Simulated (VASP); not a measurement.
Here is a VASP 6.6.1 calculation.

The input INCAR:

```
SYSTEM = Ir
PREC = Accurate
ENCUT = 520
EDIFF = 1E-8
ISMEAR = -1
SIGMA = 0.05
LREAL = .False.
LASPH = .True.
NELM = 100
ALGO = Normal
ISIF = 2
LWAVE = .False.
LCHARG = .False.
GGA = PE
LEFG = .True.
NBANDS = 10
```

File KPOINTS:

```
Automatic mesh
0
Gamma
  15 15 15
  0 0 0
```

File POSCAR:

```
Ir
1.0
    0.0000000000      1.9324136155      1.9324136155
    1.9324136155      0.0000000000      1.9324136155
    1.9324136155      1.9324136155      0.0000000000
Ir
1
Direct
    0.0000000000      0.0000000000      0.0000000000
```

Potentials or basis: VASP PAW PBE potentials, release 64 (Ir).

Run with:

```sh
$ cat potpaw_PBE.64/Ir/POTCAR > POTCAR
$ mpirun -np 1 vasp_std > vasp.out
```

Estimate the pressure.

2.0 GPa.

Caveat: without QUAD_EFG the Cq values of the log hold for a quadrupole moment of 1 mb, not for the nuclei.
